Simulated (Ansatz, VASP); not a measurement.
**TiAl3: VASP beside Ansatz**

File POSCAR:

```
TiAl3
1.0
    0.0000000000     -3.9556712500      0.0000000000
    0.0000000000      0.0000000000     -3.9556712500
   12.8670137500      0.0000000000      0.0000000000
Ti Al
3 9
Direct
    0.0000000000      0.0000000000      0.8454096938
    0.0000000000      0.0000000000      0.2305551009
    0.0000000000      0.0000000000      0.5379823973
    0.5000000000      0.0000000000      0.0768414527
    0.5000000000      0.0000000000      0.3842687491
    0.5000000000      0.0000000000      0.6916960456
    0.0000000000      0.5000000000      0.0768414527
    0.0000000000      0.5000000000      0.3842687491
    0.0000000000      0.5000000000      0.6916960456
    0.5000000000      0.5000000000      0.8454096938
    0.5000000000      0.5000000000      0.2305551009
    0.5000000000      0.5000000000      0.5379823973
```

Contents of INCAR.step1:

```
PREC = Accurate ; ENCUT = 520
ISMEAR = 0 ; SIGMA = 0.15
LREAL = False ; LASPH = True
NELM = 60 ; NBANDS = 44
GGA = PE ; ALGO = Normal
EDIFF = 1E-4 ; LWAVE = True
LCHARG = False
```

The input INCAR.step2:

```
PREC = Accurate ; ENCUT = 520
EDIFF = 1E-6 ; ISMEAR = 0
SIGMA = 0.15 ; LREAL = False
LASPH = True ; NELM = 60
ALGO = Normal ; ISIF = 2
LWAVE = False ; LCHARG = False
METAGGA = R2SCAN ; LMIXTAU = True
NBANDS = 44 ; ISTART = 1
```

KPOINTS

```
regular mesh
0
Gamma
  12 12 4
```

Input for Ansatz:

```yaml
crystal:
  lattice:
    - [0.0, -3.95567125, 0.0]
    - [0.0, 0.0, -3.95567125]
    - [12.86701375, 0.0, 0.0]
  atoms:
    - { symbol: Ti, position: [0.0, 0.0, 0.8454096938] }
    - { symbol: Ti, position: [0.0, 0.0, 0.2305551009] }
    - { symbol: Ti, position: [0.0, 0.0, 0.5379823973] }
    - { symbol: Al, position: [0.5, 0.0, 0.0768414527] }
    - { symbol: Al, position: [0.5, 0.0, 0.3842687491] }
    - { symbol: Al, position: [0.5, 0.0, 0.6916960456] }
    - { symbol: Al, position: [0.0, 0.5, 0.0768414527] }
    - { symbol: Al, position: [0.0, 0.5, 0.3842687491] }
    - { symbol: Al, position: [0.0, 0.5, 0.6916960456] }
    - { symbol: Al, position: [0.5, 0.5, 0.8454096938] }
    - { symbol: Al, position: [0.5, 0.5, 0.2305551009] }
    - { symbol: Al, position: [0.5, 0.5, 0.5379823973] }
basis:
  ecutwfc: 500
kpoints:
  mp_grid: { grid: [12, 12, 4] }
hamiltonian:
  xc: r2scan
scf:
  occupations: { method: gaussian, width: 0.15 }
output:
  forces: true
  stress: true
  eigenvalues: true
```

Alike in both runs: task single point; functional r2SCAN; k mesh 12 × 12 × 4; occupations gaussian, width 0.15 eV; no spin polarisation.

|  | VASP | Ansatz |
| --- | --- | --- |
| version | VASP 6.6.1 | Ansatz 0.2.0 |
| potentials or method | VASP PAW PBE potentials, release 64 (Ti_sv, Al), cutoff 520 eV | scalar-relativistic, plane waves, PAW |
| valence electrons in the cell | 63 | 63 |

```csv
,VASP,Ansatz,Ansatz less VASP
gap on the k mesh at the Fermi level (eV),none,none,-
pressure (GPa),-3.2,-3.1,+0.08
"traceless stress, the component that is largest in VASP (GPa)",-1.20,-1.21,-0.014
rms of the force components (eV/Å),0.312,0.312,-0.0004
```

VASP's potentials were made for PBE, not for r2SCAN. Atom by atom the forces differ by 0.004 eV/Å (rms over components). A gap of «none» marks a metal or a gap that the smearing closes.
